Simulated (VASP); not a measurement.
# Sn2HBr3 (Pm) in VASP: single point with PBE

Aim: the single point of Sn2HBr3 with PBE.

Program: VASP 6.6.1. These are calculated values, not measurements. Logs are shortened: lines on timing, memory, paths and dates and some standing lists are left out, and cuts for length are marked.

**1. The cell of the first run**

It takes space group Pm (No. 6, monoclinic). Conventional cell: a = 6.228 Å, b = 4.168 Å, c = 8.672 Å, α = 90.00°, β = 106.86°, γ = 90.00°. Within 2.5 Å of Sn (site symmetry m) lie 1 H at 1.92 Å. Sn (site symmetry m) has 2 H at 2.46 Å and 3 Br at 2.77 to 2.87 Å within 3.2 Å. Within 2.5 Å of H (site symmetry m) lie 3 Sn at 1.92 to 2.46 Å. Within 3.9 Å of Br (site symmetry m) lie 3 Sn at 2.87 to 3.84 Å and 1 H at 3.20 Å. Within 3.7 Å of Br (site symmetry m) lie 4 Sn at 2.77 to 3.61 Å and 2 H at 3.19 Å. Within 3.8 Å of Br (site symmetry m) lie 3 Sn at 2.86 to 3.67 Å and 2 H at 3.23 Å.

The cell was generated, and may not be a known phase.

**2. Single point, PBE**

Input file INCAR:

```
SYSTEM = Sn2HBr3
ALGO = Normal ; EDIFF = 1E-7
ENCUT = 520 ; GGA = PE
ISIF = 2 ; ISMEAR = 0
LASPH = .True. ; LCHARG = .False.
LREAL = .False. ; LWAVE = .False.
NBANDS = 34 ; NELM = 60
PREC = Accurate ; SIGMA = 0.02
```

Input file KPOINTS:

```
k-points
0
Gamma
  6 8 4
  0 0 0
```

Input file POSCAR:

```
Sn2HBr3
1.0
    6.2188493792      0.0000000000     -0.3431853480
    0.0000000000      4.1681606008      0.0000000000
   -3.2508278718      0.0000000000      8.4909847508
Sn H Br
2 1 3
Direct
    0.5095845618      0.5000000000      0.5457691970
    0.9517081483      0.0000000000      0.8792211029
    0.8074525508      0.5000000000      0.7275470710
    0.0337362381      0.5000000000      0.1127582891
    0.4723471532      0.0000000000      0.7971341791
    0.7251703478      0.0000000000      0.4375711408
```

Potentials or basis: VASP PAW PBE potentials, release 64 (Sn_d, H, Br).

Started as:

```
> cat potpaw_PBE.64/Sn_d/POTCAR potpaw_PBE.64/H/POTCAR potpaw_PBE.64/Br/POTCAR > POTCAR
> mpirun -np 1 vasp_std > vasp.out
```

OUTCAR:

```text
SYSTEM = Sn2HBr3
   EDIFF = 1E-7
   ENCUT = 520
   GGA = PE
   ISIF = 2
   ISMEAR = 0
   LASPH = .True.
   LREAL = .False.
   NELM = 60
   PREC = Accurate

 ion  position               nearest neighbor table
   1  0.510  0.500  0.546-   3 1.92   6 2.86   6 2.86   5 3.17   5 3.17
   2  0.952  0.000  0.879-   5 2.77   4 2.87   4 2.87
   3  0.807  0.500  0.728-   1 1.92
   4  0.034  0.500  0.113-   2 2.87   2 2.87
   5  0.472  0.000  0.797-   2 2.77   1 3.17   1 3.17
   6  0.725  0.000  0.438-   1 2.86   1 2.86

  LATTYP: Found a simple monoclinic cell.
 ALAT       =     6.2283114714
 B/A-ratio  =     0.6692280275
 C/A-ratio  =     1.3922795071
 COS(beta)  =    -0.2899783260

  Lattice vectors:

 A1 = (   6.2188493792,   0.0000000000,  -0.3431853480)
 A2 = (   0.0000000000,  -4.1681606008,   0.0000000000)
 A3 = (  -2.9680215074,   0.0000000000,  -8.1477994028)

Analysis of symmetry for initial positions (statically):
=====================================================================
 Subroutine PRICEL returns:
 Original cell was already a primitive cell.

 Routine SETGRP: Setting up the symmetry group for a
 simple monoclinic supercell.

 Subroutine GETGRP returns: Found  2 space group operations
 (whereof  2 operations were pure point group operations)
 out of a pool of  4 trial point group operations.

The static configuration has the point symmetry C_1h.

Analysis of symmetry for dynamics (positions and initial velocities):
=====================================================================
 Subroutine PRICEL returns:
 Original cell was already a primitive cell.

 Routine SETGRP: Setting up the symmetry group for a
 simple monoclinic supercell.

 Subroutine GETGRP returns: Found  2 space group operations
 (whereof  2 operations were pure point group operations)
 out of a pool of  4 trial point group operations.

The dynamic configuration has the point symmetry C_1h.

 Subroutine INISYM returns: Found  2 space group operations
 (whereof  2 operations are pure point group operations),
 and found     1 'primitive' translations

----------------------------------------------------------------------------------------

                                     Primitive cell

  volume of cell :     215.4460

  direct lattice vectors                    reciprocal lattice vectors
[... 97 lines left out ...]
   EDIFFG = 0.1E-05   stopping-criterion for IOM
   NSW    =      0    number of steps for IOM
   IBRION =     -1    ionic relax: 0-MD 1-quasi-New 2-CG
   NFREE  =      0    steps in history (QN), initial steepest desc. (CG)
   ISIF   =      2    stress and relaxation
   ISYM   =      2    0-nonsym 1-usesym 2-fastsym
   POTIM  = 0.5000    time-step for ionic-motion
   TEBEG  =    0.0;   TEEND  =   0.0 temperature during run
   PSTRESS=    0.0 pullay stress
   NELECT =      50.0000    total number of electrons
   NUPDOWN=      -1.0000    fix difference up-down
   EMIN   =  10.00;   EMAX   =-10.00  energy-range for DOS
   EFERMI =   0.00;   METHOD = LEGACY
   ISMEAR =     0;   SIGMA  =   0.02  broadening in eV -4-tet -1-fermi 0-gaus
   EFERMI_NEDOS =   21; number of points for ismear=-14 and -15
   IALGO  =     38    algorithm
   IMIX   =      4    mixing-type and parameters
     AMIX     =   0.40;   BMIX     =  1.00
     AMIX_MAG =   1.60;   BMIX_MAG =  1.00
  volume/ion in A,a.u.               =      35.91       242.32
  Fermi-wavevector in a.u.,A,eV,Ry     =   1.006048  1.901155 13.770897  1.012132
  Thomas-Fermi vector in A             =   2.138766
   LORBIT       =      0    0 simple, 1 ext, 2 COOP (PROOUT), +10 PAW based schemes
   GGA     = PE    functional components
   LHFCALC =     F    Hartree Fock is set to
   AEXX    =    0.0000 exact exchange contribution
   IVDW    =     0    specifies the selected vdW correction
   LEPSILON=     F    determine dielectric tensor
   LRPA    =     F    only Hartree local field effects (RPA)
 non-spin polarized calculation
 Gauss-broadening in eV      SIGMA  =   0.02
  energy-cutoff  :      520.00
  volume of cell :      215.45
 maximum number of plane-waves:      5828
 NGX is ok and might be reduce to    48
   NGX = 23   NGY = 15   NGZ = 33

 number of electron      49.9999996 magnetization

 Free energy of the ion-electron system (eV)
  ---------------------------------------------------
  ext. energy  EPLUGINS =         0.00000000
  ---------------------------------------------------
  free energy    TOTEN  =       -18.99120648 eV

  energy without entropy =      -18.99120648  energy(sigma->0) =      -18.99120648

 E-fermi :   0.6110     XC(G=0):  -7.2224

 val. band max:        0.4534618769   @ k =   0.5000   0.0000  -0.0000
 cond. band min:       2.4261752960   @ k =   0.5000   0.0000  -0.0000
 fundamental gap:      1.9727134191
 Fermi energy:         0.6109570221

 k-point     1 :       0.0000    0.0000    0.0000
  band No.  band energies     occupation
      1     -20.5875      2.00000
      2     -20.5662      2.00000
      3     -20.5549      2.00000
      4     -20.5502      2.00000
      5     -20.5433      2.00000
      6     -20.2553      2.00000
[... 877 lines left out ...]
     33       7.3318      0.00000
     34       7.9573      0.00000

 [... further k-points ...]

------------------------ aborting loop because EDIFF is reached ----------------------------------------

  FORCE on cell =-STRESS in cart. coord.  units (eV):
  Direction    XX          YY          ZZ          XY          YZ          ZX
  --------------------------------------------------------------------------------------
  -------------------------------------------------------------------------------------
  Total       -0.0106281     -0.0124762      0.0147826      0.0000000      0.0000000      0.0002872
  in kB       -0.0790361     -0.0927801      0.1099313      0.0000000      0.0000000      0.0021361
  external PRESSURE =      -0.0206283 kB  Pullay stress =       0.0000000 kB

 VOLUME and BASIS-vectors are now :
 -----------------------------------------------------------------------------
  energy-cutoff  :      520.00
  volume of cell :      215.45
      direct lattice vectors                 reciprocal lattice vectors
     6.218849379  0.000000000 -0.343185348     0.164272162  0.000000000  0.062892649
     0.000000000  4.168160601  0.000000000     0.000000000  0.239913980  0.000000000
    -3.250827872  0.000000000  8.490984751     0.006639489  0.000000000  0.120313941

 POSITION                                       TOTAL-FORCE (eV/Angst)
 -----------------------------------------------------------------------------------
      1.39483      2.08408      4.45924        -0.013361      0.000000     -0.000936
      3.06033      0.00000      7.13884         0.004038      0.000000     -0.004881
      2.65630      2.08408      5.90049         0.004244      0.000000     -0.000446
     -0.15676      2.08408      0.94585         0.001380      0.000000      0.009000
      0.34611      0.00000      6.60635        -0.004044      0.000000     -0.001546
      3.08726      0.00000      3.46654         0.007743      0.000000     -0.001191
 -----------------------------------------------------------------------------------
    total drift:                               -0.000102      0.000000     -0.000300

  FREE ENERGIE OF THE ION-ELECTRON SYSTEM (eV)
  ---------------------------------------------------
  free  energy   TOTEN  =       -18.9912064766 eV

  energy  without entropy=      -18.9912064766  energy(sigma->0) =      -18.99120648
```

stdout:

```text
POSCAR found type information on POSCAR SnH Br
 POSCAR found :  3 types and       6 ions
 scaLAPACK will be used
 LDA part: xc-table for (Slater+PW92), standard interpolation
 POSCAR, INCAR and KPOINTS ok, starting setup
 FFT: planning ... GRIDC
 FFT: planning ... GRID_SOFT
 FFT: planning ... GRID
 WAVECAR not read
 entering main loop
```

It took 6.7 min on 1 thread of Intel Xeon Platinum 8259CL at 2.50GHz (Skylake/Cascade Lake), shared host; peak memory 0.62 GiB.

Results:

| Quantity | Value |
| --- | --- |
| Free energy | -18.9912 eV |
| Pressure | 0.0 GPa |
| Largest force | 0.013 eV/Å |
| Band gap on the k mesh | 1.97 eV |

Forces on the atoms (eV/Å):
```
Sn  -0.013  0.000 -0.001
Sn   0.004  0.000 -0.005
H    0.004  0.000  0.000
Br   0.001  0.000  0.009
Br  -0.004  0.000 -0.002
Br   0.008  0.000 -0.001
```

Caveat: spin-orbit coupling is left out, which moves the levels of the heavy elements.
